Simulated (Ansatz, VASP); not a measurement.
Two plane-wave programs on C

```
C
1.0
     2.45801   -0.09218    0.00000
    -1.30883    2.17479    0.00000
     0.00000    0.00000    7.04066
C
4
Direct
  0.00000 0.00000 0.00250
  0.00000 0.00000 0.50250
  0.33333 0.66667 0.00250
  0.66667 0.33333 0.50250
```

Change from the starting cell: engineering shear strain xy -0.0750, normal strain along z +0.0700.

Alike in both runs: task single point; functional PBEsol; dispersion D3(BJ); k mesh 18 × 18 × 6; occupations gaussian, width 0.15 eV; no spin polarisation.

```csv
,VASP,Ansatz
version,VASP 6.6.1,Ansatz 0.2.0
potentials or method,"VASP PAW PBE potentials, release 64 (C), cutoff 520 eV","scalar-relativistic, plane waves, PAW"
valence electrons in the cell,16,16
```

Ansatz gave:

- gap on the k mesh at the Fermi level (eV): 0.42
- least direct gap on the mesh (eV): 0.42
- pressure (GPa): 1.6
- traceless stress, the component that is largest in VASP (GPa): 33.24
- rms of the force components (eV/Å): 0.565

Task: What did VASP give for the same quantities?

Result: gap on the k mesh at the Fermi level (eV): 0.41; least direct gap on the mesh (eV): 0.41; pressure (GPa): 2.3; traceless stress, the component that is largest in VASP (GPa): 33.36; rms of the force components (eV/Å): 0.576.

VASP's potentials were made for PBE, not for PBEsol, and Ansatz warns of the same on its side. Atom by atom the forces differ by 0.012 eV/Å (rms over components).
